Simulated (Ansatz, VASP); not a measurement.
RbBr: VASP beside Ansatz

```xyz
2
Lattice="0.0000 3.4608 3.4608 3.4608 0.0000 3.4608 3.4608 3.4608 0.0000" Properties=species:S:1:pos:R:3 pbc="T T T"
Rb    0.0000    0.0000    0.0000
Br    3.4608    3.4608    3.4608
```

Alike in both runs: task single point; functional r2SCAN; k mesh 4 × 4 × 4; no spin polarisation.

```csv
,VASP,Ansatz
version,VASP 6.6.1,Ansatz 0.2.0
potentials or method,"VASP PAW PBE potentials, release 64 (Rb_sv, Br)",plane waves
plane-wave cutoff (eV),520,500
occupations,"gaussian, width 0.01 eV",fixed
valence electrons in the cell,16,16
```

|  | VASP | Ansatz | Ansatz less VASP |
| --- | --- | --- | --- |
| gap on the k mesh at the Fermi level (eV) | 4.89 | 4.89 | 0.000 |
| pressure (GPa) | 0.0 | 0.0 | -0.02 |

VASP's potentials were made for PBE, not for r2SCAN.
